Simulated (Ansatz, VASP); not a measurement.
# One calculation of BaS, two programs

```
Ba S
1.0
    -0.07602    3.44339    3.44339
     3.44339   -0.07602    3.44339
     3.44339    3.44339   -0.07602
Ba S
1 1
Direct
  0.99753 0.99753 0.99753
  0.25247 0.25247 0.25247
```

Change from the starting cell: shear_111 strain -3.2%.

Alike in both runs: task single point; functional PBE; k mesh 6 × 6 × 6; occupations fermi-dirac, width 0.02 eV; no spin polarisation.

```csv
,VASP,Ansatz
version,VASP 6.6.1,Ansatz 0.2.0
potentials or method,"VASP PAW PBE potentials, release 64 (Ba_sv, S)","plane waves, PAW"
plane-wave cutoff (eV),520,420
valence electrons in the cell,16,16
```

|  | VASP | Ansatz | Ansatz less VASP |
| --- | --- | --- | --- |
| gap on the k mesh at the Fermi level (eV) | 2.81 | 2.79 | -0.019 |
| pressure (GPa) | 1.4 | 0.9 | -0.47 |
| traceless stress, the component that is largest in VASP (GPa) | 0.12 | 0.12 | +0.004 |

Spin-orbit coupling is off throughout.
